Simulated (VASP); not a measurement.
Write the native input for VASP 6.6.1 that does the following.

```
Task                   : single point
Functional             : PBE
Potentials or basis    : VASP PAW PBE potentials, release 64 (W_sv)
Cutoff                 : 520 eV
k mesh                 : 9 × 9 × 9
Occupations            : fermi-dirac, width 0.15 eV
Spin                   : no spin polarisation
Dipole correction      : no
Further INCAR settings : ALGO = Normal; EDIFF = 1e-06; NBANDS = 13
```

The structure of W lies in POSCAR:

```
W
1.0
    0.0000000000      2.0300000000      2.0300000000
    2.0300000000      0.0000000000      2.0300000000
    2.0300000000      2.0300000000      0.0000000000
W
1
Direct
    0.0000000000      0.0000000000      0.0000000000
```

The input as run:

INCAR

```
PREC = Accurate
ENCUT = 520
EDIFF = 1E-6
ISMEAR = -1
SIGMA = 0.15
LREAL = F
LASPH = T
NELM = 100
ALGO = Normal
ISIF = 2
LWAVE = F
LCHARG = T
GGA = PE
LELF = T
LVHAR = T
NBANDS = 13
```

KPOINTS

```
Automatic mesh
0
Gamma
  9 9 9
```

Potentials or basis: VASP PAW PBE potentials, release 64 (W_sv).

Command:

```console
$ cat potpaw_PBE.64/W_sv/POTCAR > POTCAR
$ mpirun -np 1 vasp_std > vasp.out
```

Results of the run:

- Pressure: -4.3 GPa
- Band gap on the k mesh: zero (band 7 reaches 12.62 eV, above the bottom of band 8 at 9.70 eV)

Caveat: spin-orbit coupling is left out, which moves the levels of the heavy elements.

Wall time 4.9 s on 1 thread of Intel(R) Xeon(R) Platinum 8559C (Emerald Rapids), on a shared host, peak memory 0.13 GiB.
